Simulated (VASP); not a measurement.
# ZnS (F-43m) in VASP: a series of runs, part 2 of 2

VASP 6.6.1. Earlier steps stand in the parts before.

## Step 3: Single point, PBE (volume changed by -6%)

Contents of INCAR:

```
SYSTEM = ZnS
PREC     = Accurate       ! precision mode
ENCUT    = 500            ! plane-wave cutoff, eV
EDIFF    = 1E-6           ! SCF threshold, eV
ISMEAR   = 0              ! smearing method
SIGMA    = 0.01           ! smearing width, eV
LREAL    = .False.        ! projectors in reciprocal space
LASPH    = .True.         ! aspherical terms in the spheres
NELM     = 120            ! most SCF steps
ALGO     = Normal         ! electronic algorithm
ISIF     = 2              ! what is computed and relaxed
LWAVE    = .False.        ! write WAVECAR
LCHARG   = .False.        ! write CHGCAR
GGA      = PE             ! functional
NBANDS   = 16             ! bands
GGA_COMPAT= .False.
```

Contents of KPOINTS:

```
Automatic mesh
0
Gamma
  6 6 6
  0 0 0
```

Contents of POSCAR:

```
ZnS
1.0
    0.0000000000      2.6659426729      2.6659426729
    2.6659426729      0.0000000000      2.6659426729
    2.6659426729      2.6659426729      0.0000000000
Zn S
1 1
Direct
    0.2500000000      0.2500000000      0.2500000000
    0.0000000000      0.0000000000      0.0000000000
```

Potentials or basis: VASP PAW PBE potentials, release 64 (Zn, S).

Started as:

```sh
$ cat potpaw_PBE.64/Zn/POTCAR potpaw_PBE.64/S/POTCAR > POTCAR
$ mpirun -np 1 vasp_std > vasp.out
```

OUTCAR:

```text
SYSTEM = ZnS
   PREC = Accurate
   ENCUT = 500
   EDIFF = 1E-6
   ISMEAR = 0
   LREAL = .False.
   LASPH = .True.
   NELM = 120
   ISIF = 2
   GGA = PE

 ion  position               nearest neighbor table
   1  0.250  0.250  0.250-   2 2.31   2 2.31   2 2.31   2 2.31
   2  0.000  0.000  0.000-   1 2.31   1 2.31   1 2.31   1 2.31

  LATTYP: Found a face centered cubic cell.
 ALAT       =     5.3318853458

  Lattice vectors:

 A1 = (   0.0000000000,   2.6659426729,   2.6659426729)
 A2 = (   2.6659426729,   0.0000000000,   2.6659426729)
 A3 = (   2.6659426729,   2.6659426729,   0.0000000000)

Analysis of symmetry for initial positions (statically):
=====================================================================
 Subroutine PRICEL returns:
 Original cell was already a primitive cell.

 Routine SETGRP: Setting up the symmetry group for a
 face centered cubic supercell.

 Subroutine GETGRP returns: Found 24 space group operations
 (whereof 24 operations were pure point group operations)
 out of a pool of 48 trial point group operations.

The static configuration has the point symmetry T_d .

Analysis of symmetry for dynamics (positions and initial velocities):
=====================================================================
 Subroutine PRICEL returns:
 Original cell was already a primitive cell.

 Routine SETGRP: Setting up the symmetry group for a
 face centered cubic supercell.

 Subroutine GETGRP returns: Found 24 space group operations
 (whereof 24 operations were pure point group operations)
 out of a pool of 48 trial point group operations.

The dynamic configuration has the point symmetry T_d .

 Subroutine INISYM returns: Found 24 space group operations
 (whereof 24 operations are pure point group operations),
 and found     1 'primitive' translations

----------------------------------------------------------------------------------------

[... 101 lines left out ...]
   IMIX   =      4    mixing-type and parameters
     AMIX     =   0.40;   BMIX     =  1.00
     AMIX_MAG =   1.60;   BMIX_MAG =  1.00
  volume/ion in A,a.u.               =      18.95       127.86
  Fermi-wavevector in a.u.,A,eV,Ry     =   1.277335  2.413813 22.199063  1.631585
  Thomas-Fermi vector in A             =   2.409941
   LORBIT       =      0    0 simple, 1 ext, 2 COOP (PROOUT), +10 PAW based schemes
   GGA     = PE    functional components
   LHFCALC =     F    Hartree Fock is set to
   AEXX    =    0.0000 exact exchange contribution
   IVDW    =     0    specifies the selected vdW correction
   LEPSILON=     F    determine dielectric tensor
   LRPA    =     F    only Hartree local field effects (RPA)
 non-spin polarized calculation
 Gauss-broadening in eV      SIGMA  =   0.01
  energy-cutoff  :      500.00
  volume of cell :       37.90
 maximum number of plane-waves:       982
   NGX = 13   NGY = 13   NGZ = 13

 number of electron      18.0000019 magnetization

 Free energy of the ion-electron system (eV)
  ---------------------------------------------------
  ext. energy  EPLUGINS =         0.00000000
  ---------------------------------------------------
  free energy    TOTEN  =        -6.81049983 eV

  energy without entropy =       -6.81049983  energy(sigma->0) =       -6.81049983

 E-fermi :   2.5886     XC(G=0):  -9.8203

 val. band max:        2.4949039281   @ k =   0.0000   0.0000   0.0000
 cond. band min:       4.7869811203   @ k =   0.0000   0.0000   0.0000
 fundamental gap:      2.2920771922
 Fermi energy:         2.5886004751

 k-point     1 :       0.0000    0.0000    0.0000
  band No.  band energies     occupation
      1     -10.9352      2.00000
      2      -4.0160      2.00000
      3      -4.0160      2.00000
      4      -4.0160      2.00000
      5      -3.4690      2.00000
      6      -3.4690      2.00000
[... 281 lines left out ...]
      3      -3.6929      2.00000
      4      -3.6026      2.00000
      5      -3.4448      2.00000
      6      -3.0804      2.00000
[... 8 lines left out ...]
     15      16.5442      0.00000
     16      17.5707      0.00000

------------------------ aborting loop because EDIFF is reached ----------------------------------------

  FORCE on cell =-STRESS in cart. coord.  units (eV):
  Direction    XX          YY          ZZ          XY          YZ          ZX
  --------------------------------------------------------------------------------------
  -------------------------------------------------------------------------------------
  Total        1.2092844      1.2092844      1.2092844     -0.0000000      0.0000000     -0.0000000
  in kB       51.1277425     51.1277425     51.1277425     -0.0000000      0.0000000     -0.0000000
  external PRESSURE =      51.1277425 kB  Pullay stress =       0.0000000 kB

 VOLUME and BASIS-vectors are now :
 -----------------------------------------------------------------------------
  energy-cutoff  :      500.00
  volume of cell :       37.90
      direct lattice vectors                 reciprocal lattice vectors
     0.000000000  2.665942673  2.665942673    -0.187550920  0.187550920  0.187550920
     2.665942673  0.000000000  2.665942673     0.187550920 -0.187550920  0.187550920
     2.665942673  2.665942673  0.000000000     0.187550920  0.187550920 -0.187550920

 POSITION                                       TOTAL-FORCE (eV/Angst)
 -----------------------------------------------------------------------------------
      1.33297      1.33297      1.33297        -0.000000     -0.000000     -0.000000
      0.00000      0.00000      0.00000         0.000000      0.000000      0.000000
 -----------------------------------------------------------------------------------
    total drift:                               -0.000001     -0.000001     -0.000001

  FREE ENERGIE OF THE ION-ELECTRON SYSTEM (eV)
  ---------------------------------------------------
  free  energy   TOTEN  =        -6.8104998323 eV

  energy  without entropy=       -6.8104998323  energy(sigma->0) =       -6.81049983
```

OSZICAR:

```text
N       E                     dE             d eps       ncg     rms          rms(c)
DAV:   1     0.823492028516E+02    0.82349E+02   -0.82744E+03   512   0.129E+03
DAV:   2    -0.178139481246E+01   -0.84131E+02   -0.77530E+02   568   0.259E+02
DAV:   3    -0.718643204714E+01   -0.54050E+01   -0.53783E+01   680   0.607E+01
DAV:   4    -0.724145194899E+01   -0.55020E-01   -0.55009E-01   568   0.649E+00
DAV:   5    -0.724199647429E+01   -0.54453E-03   -0.54450E-03   696   0.615E-01    0.740E+00
DAV:   6    -0.683297565484E+01    0.40902E+00   -0.73972E-01   744   0.306E+01    0.574E+00
DAV:   7    -0.681087617051E+01    0.22099E-01   -0.26556E-01   592   0.474E+00    0.289E+00
DAV:   8    -0.681015287378E+01    0.72330E-03   -0.56100E-03   664   0.104E+00    0.774E-01
DAV:   9    -0.681034278529E+01   -0.18991E-03   -0.14110E-03   624   0.293E-01    0.914E-02
DAV:  10    -0.681049031085E+01   -0.14753E-03   -0.18323E-04   616   0.987E-02    0.334E-02
DAV:  11    -0.681049897620E+01   -0.86653E-05   -0.32406E-05   600   0.424E-02    0.854E-03
DAV:  12    -0.681049983228E+01   -0.85608E-06   -0.41175E-06   632   0.134E-02
   1 F= -.68104998E+01 E0= -.68104998E+01  d E =-.584927E-42
```

It took 13 s on 1 thread of Intel Xeon 8259CL, shared host; peak memory 0.15 GiB.

Results:

```
Free energy            : -6.8105 eV
Pressure               : 5.1 GPa
Band gap on the k mesh : 2.29 eV, direct
```

## Step 4: Single point, PBE (volume changed by -3%)

Contents of INCAR:

```
SYSTEM = ZnS
  PREC = Accurate
  ENCUT = 500
  EDIFF = 1E-6
  ISMEAR = 0
  SIGMA = 0.01
  LREAL = .FALSE.
  LASPH = .TRUE.
  NELM = 120
  ALGO = Normal
  ISIF = 2
  LWAVE = .FALSE.
  LCHARG = .FALSE.
  GGA = PE
  NBANDS = 16
  GGA_COMPAT = .FALSE.
```

Contents of KPOINTS:

```
regular mesh
0
G
  6 6 6
  0 0 0
```

Contents of POSCAR:

```
ZnS
1.0
    0.0000000000      2.6940072897      2.6940072897
    2.6940072897      0.0000000000      2.6940072897
    2.6940072897      2.6940072897      0.0000000000
Zn S
1 1
Direct
    0.2500000000      0.2500000000      0.2500000000
    0.0000000000      0.0000000000      0.0000000000
```

Potentials or basis: VASP PAW PBE potentials, release 64 (Zn, S).

Started as:

```sh
$ cat potpaw_PBE.64/Zn/POTCAR potpaw_PBE.64/S/POTCAR > POTCAR
$ mpirun -np 1 vasp_std > vasp.out
```

OUTCAR:

```text
SYSTEM = ZnS
   PREC = Accurate
   ENCUT = 500
   EDIFF = 1E-6
   ISMEAR = 0
   LREAL = .FALSE.
   LASPH = .TRUE.
   NELM = 120
   ISIF = 2
   GGA = PE

 ion  position               nearest neighbor table
   1  0.250  0.250  0.250-   2 2.33   2 2.33   2 2.33   2 2.33
   2  0.000  0.000  0.000-   1 2.33   1 2.33   1 2.33   1 2.33

  LATTYP: Found a face centered cubic cell.
 ALAT       =     5.3880145794

  Lattice vectors:

 A1 = (   0.0000000000,   2.6940072897,   2.6940072897)
[... 478 lines left out ...]

------------------------ aborting loop because EDIFF is reached ----------------------------------------

  FORCE on cell =-STRESS in cart. coord.  units (eV):
  Direction    XX          YY          ZZ          XY          YZ          ZX
  --------------------------------------------------------------------------------------
  -------------------------------------------------------------------------------------
  Total        0.6036825      0.6036825      0.6036825     -0.0000000      0.0000000      0.0000000
  in kB       24.7339151     24.7339151     24.7339151     -0.0000000      0.0000000      0.0000000
  external PRESSURE =      24.7339151 kB  Pullay stress =       0.0000000 kB

 VOLUME and BASIS-vectors are now :
 -----------------------------------------------------------------------------
  energy-cutoff  :      500.00
  volume of cell :       39.10
      direct lattice vectors                 reciprocal lattice vectors
     0.000000000  2.694007290  2.694007290    -0.185597122  0.185597122  0.185597122
     2.694007290  0.000000000  2.694007290     0.185597122 -0.185597122  0.185597122
     2.694007290  2.694007290  0.000000000     0.185597122  0.185597122 -0.185597122

 POSITION                                       TOTAL-FORCE (eV/Angst)
 -----------------------------------------------------------------------------------
      1.34700      1.34700      1.34700        -0.000000      0.000000     -0.000000
      0.00000      0.00000      0.00000         0.000000     -0.000000      0.000000
 -----------------------------------------------------------------------------------
    total drift:                               -0.000001     -0.000001     -0.000001

  FREE ENERGIE OF THE ION-ELECTRON SYSTEM (eV)
  ---------------------------------------------------
  free  energy   TOTEN  =        -6.8392771773 eV

  energy  without entropy=       -6.8392771773  energy(sigma->0) =       -6.83927718
```

Run time: 12 s. Hardware: 1 thread of Intel Xeon 8259CL, shared host; peak memory 0.15 GiB.

Results:

| Property | Result |
| --- | --- |
| Free energy | -6.8393 eV |
| Pressure | 2.5 GPa |
| Band gap on the k mesh | 2.15 eV, direct |

Levels at points of the mesh, in eV from the valence-band top:
| k point | band 6 | band 7 | band 8 | band 9 | band 10 | band 11 | band 12 | band 13 |
| --- | --- | --- | --- | --- | --- | --- | --- | --- |
| (0.00, 0.00, 0.00) | -5.87 | 0.00 | 0.00 | 0.00 | 2.15 | 6.39 | 6.39 | 6.39 |
| (0.50, 0.00, 0.00) | -5.66 | -5.35 | -0.88 | -0.88 | 3.33 | 6.92 | 6.92 | 8.91 |
| (0.50, 0.50, 0.00) | -5.65 | -4.59 | -2.25 | -2.25 | 3.38 | 4.07 | 11.04 | 12.03 |

## Step 5: Summary

| level | cell | cutoff (eV) | grid for exact exchange (PRECFOCK) | gap on the mesh (eV) | pressure (GPa) |
| --- | --- | --- | --- | --- | --- |
| r2SCANh | a = 3.810 Å, angles 60.0°, 2 atoms | 520 | Normal | 3.39 | 0.1 |
| PBE | a = 3.770 Å, angles 60.0°, 2 atoms | 500 | - | 2.29 | 5.1 |
| PBE | a = 3.810 Å, angles 60.0°, 2 atoms | 500 | - | 2.15 | 2.5 |

Alike in all rows: task single point; potentials or basis VASP PAW PBE potentials, release 64 (Zn, S); no spin polarisation; k mesh 6 × 6 × 6; smearing gaussian 0.01 eV.

Caveats: the PAW data sets were made with another functional, which shifts forces and pressure a little (some runs).

Total energies depend on the potentials used, so only differences within one code and one set of settings carry meaning.

## Step 6: Comparison with measurements

Step 2. Measured gap of ZnS: 3.85 eV (direct; 19 K; quoted in “Electronic, vibrational, and thermodynamic properties of ZnS (zincblende and rocksalt structure)”, 2009, arxiv:0911.5022). This calculation gives 3.39 eV (-0.46 eV). The value is that of r2SCANh, without temperature or zero-point motion.
